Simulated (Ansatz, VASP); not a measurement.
## MoS2: VASP beside Ansatz

The input POSCAR:

```
MoS2
1.0
    3.2129631700      0.0000000000      0.0000000000
   -1.6064815800      2.7825031600      0.0000000000
    0.0000000000      0.0000000000     12.4949694200
Mo S
2 4
Direct
    0.3333000000      0.6667000000      0.2500000000
    0.6666000000      0.3333000000      0.7500000000
    0.3333000000      0.6667000000      0.6230000000
    0.6666000000      0.3333000000      0.1230000000
    0.3333000000      0.6667000000      0.8770000000
    0.6667000000      0.3334000000      0.3770000000
```

INCAR.step1

```
ALGO     = Normal         # electronic algorithm
EDIFF    = 1E-4           # SCF threshold, eV
ENCUT    = 520            # plane-wave cutoff, eV
GGA      = PE             # functional
ISMEAR   = -1             # smearing method
LASPH    = True           # aspherical terms in the spheres
LCHARG   = False          # write CHGCAR
LREAL    = False          # projectors in reciprocal space
LWAVE    = True           # write WAVECAR
NBANDS   = 35             # bands
NELM     = 100            # most SCF steps
PREC     = Accurate       # precision mode
SIGMA    = 0.1            # smearing width, eV
```

The input INCAR.step2:

```
ALGO     = Normal         # electronic algorithm
EDIFF    = 1E-6           # SCF threshold, eV
ENCUT    = 520            # plane-wave cutoff, eV
ISIF     = 2              # what is computed and relaxed
ISMEAR   = -1             # smearing method
ISTART   = 1            
LASPH    = True           # aspherical terms in the spheres
LCHARG   = False          # write CHGCAR
LMIXTAU  = True         
LREAL    = False          # projectors in reciprocal space
LWAVE    = False          # write WAVECAR
METAGGA  = R2SCAN         # meta-GGA
NBANDS   = 35             # bands
NELM     = 100            # most SCF steps
PREC     = Accurate       # precision mode
SIGMA    = 0.1            # smearing width, eV
```

KPOINTS

```
k-points
0
Gamma
  9 9 2
```

Input for Ansatz:

```yaml
crystal:
  lattice:
    - [3.21296317, 0.0, 0.0]
    - [-1.60648158, 2.78250316, 0.0]
    - [0.0, 0.0, 12.49496942]
  atoms:
    - { symbol: Mo, position: [0.3333, 0.6667, 0.25] }
    - { symbol: Mo, position: [0.6666, 0.3333, 0.75] }
    - { symbol: S, position: [0.3333, 0.6667, 0.623] }
    - { symbol: S, position: [0.6666, 0.3333, 0.123] }
    - { symbol: S, position: [0.3333, 0.6667, 0.877] }
    - { symbol: S, position: [0.6667, 0.3334, 0.377] }
  symmetry: { tolerance: 0.0003 }
kpoints:
  mp_grid: { grid: [9, 9, 2], shift: [0, 0, 0] }
  band_path:
    path:
      - [0.0, 0.0, 0.0]
      - [0.50000031, -4.1e-07, 0.0]
      - [0.33333354, 0.33333272, 0.0]
      - [0.0, 0.0, 0.0]
      - [0.0, 0.0, 0.5]
      - [0.50000031, -4.1e-07, 0.5]
      - [0.33333354, 0.33333272, 0.5]
      - [0.0, 0.0, 0.5]
      - [0.50000031, -4.1e-07, 0.5]
      - [0.50000031, -4.1e-07, 0.0]
      - [0.33333354, 0.33333272, 0.5]
    npoints: 7
magnetization:
  spin_polarized: false
scf:
  occupations: { method: fermi_dirac }
  lower_state_search: "off"
  max_iter: 200
hamiltonian:
  pseudopotentials: { kind: paw }
  xc: r2scan
basis:
  ecutwfc: 500
  fft_grid_basis: typed
output:
  forces: true
  stress: true
  eigenvalues: true
  bader: true
  populations: true
  elf: true
  write_potential: true
  volumetric_format: npy
  dos:
    e_range: [-12, 8]
    de: 0.05
    projected: { site_lists: { Mo: [Mo], S: [S] } }
  write_density: true
checkpoint:
  read: saved_state
```

Alike in both runs: task single point; functional r2SCAN; k mesh 9 × 9 × 2; no spin polarisation.

|  | VASP | Ansatz |
| --- | --- | --- |
| version | VASP 6.6.1 | Ansatz 0.2.0 |
| potentials or method | VASP PAW PBE potentials, release 64 (Mo_sv, S), cutoff 520 eV | PAW plane waves |
| occupations | fermi-dirac, width 0.1 eV | fermi-dirac |
| valence electrons in the cell | 52 | 52 |

Ansatz gave:

| Property | Result |
| --- | --- |
| pressure (GPa) | -5.1 |
| traceless stress, the component that is largest in VASP (GPa) | -1.18 |
| rms of the force components (eV/Å) | 0.408 |

Problem. What did VASP give for the same quantities?

Solution. Pressure (GPa): -5.1; traceless stress, the component that is largest in VASP (GPa): -1.23; rms of the force components (eV/Å): 0.406.

VASP's potentials were made for PBE, not for r2SCAN. Atom by atom the forces differ by 0.002 eV/Å (rms over components). Ansatz's warnings: structure snapped to symmetry.
